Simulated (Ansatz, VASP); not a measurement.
## Two plane-wave programs on BN

INCAR

```
SYSTEM = BN
PREC = Accurate ; ENCUT = 520
EDIFF = 1E-6 ; ISMEAR = 0
SIGMA = 0.02 ; LREAL = .FALSE.
LASPH = .TRUE. ; NELM = 60
ALGO = Normal ; ISIF = 2
LWAVE = .FALSE. ; LCHARG = .TRUE.
LDIPOL = .TRUE. ; IDIPOL = 3
DIPOL = 0.5 0.5 0.500 ; GGA = PE
IVDW = 12 ; LELF = .TRUE.
LVHAR = .TRUE. ; LVACPOTAV = .TRUE.
NBANDS = 11
```

KPOINTS

```
regular mesh
0
G
  12 12 1
  0 0 0
```

File POSCAR:

```
BN
1.0
    2.5450000000      0.0000000000      0.0000000000
   -1.2725000000      2.2040346526      0.0000000000
    0.0000000000      0.0000000000     26.0000000000
B N
1 1
Direct
    0.0000000000      0.0000000000      0.5027500000
    0.6666666667      0.3333333333      0.4972500000
```

Input for Ansatz:

```yaml
crystal:
  lattice:
    - [2.545, 0.0, 0.0]
    - [-1.2725, 2.2040346526, 0.0]
    - [0.0, 0.0, 26.0]
  atoms:
    - { symbol: B, position: [0.0, 0.0, 0.50275] }
    - { symbol: "N", position: [0.6666666667, 0.3333333333, 0.49725] }
  periodic: [true, true, false]
basis:
  ecutwfc: 420
kpoints:
  mp_grid: { grid: [12, 12, 1] }
hamiltonian:
  xc: pbe
  dispersion: d3bj
scf:
  occupations: { method: gaussian, width: 0.02 }
output:
  forces: true
  stress: true
  eigenvalues: true
```

Alike in both runs: task single point; functional PBE; dispersion D3(BJ); k mesh 12 × 12 × 1; occupations gaussian, width 0.02 eV; no spin polarisation.

|  | VASP | Ansatz |
| --- | --- | --- |
| version | VASP 6.6.1 | Ansatz 0.2.0 |
| potentials or method | VASP PAW PBE potentials, release 64 (B, N), cutoff 520 eV | scalar-relativistic, plane waves, PAW |
| valence electrons in the cell | 8 | 8 |

|  | VASP | Ansatz | Ansatz less VASP |
| --- | --- | --- | --- |
| gap on the k mesh at the Fermi level (eV) | 4.36 | 4.36 | +0.004 |
| least direct gap on the mesh (eV) | 4.43 | 4.44 | +0.003 |
| rms of the force components (eV/Å) | 1.203 | 1.200 | -0.0030 |

Atom by atom the forces differ by 0.003 eV/Å (rms over components).
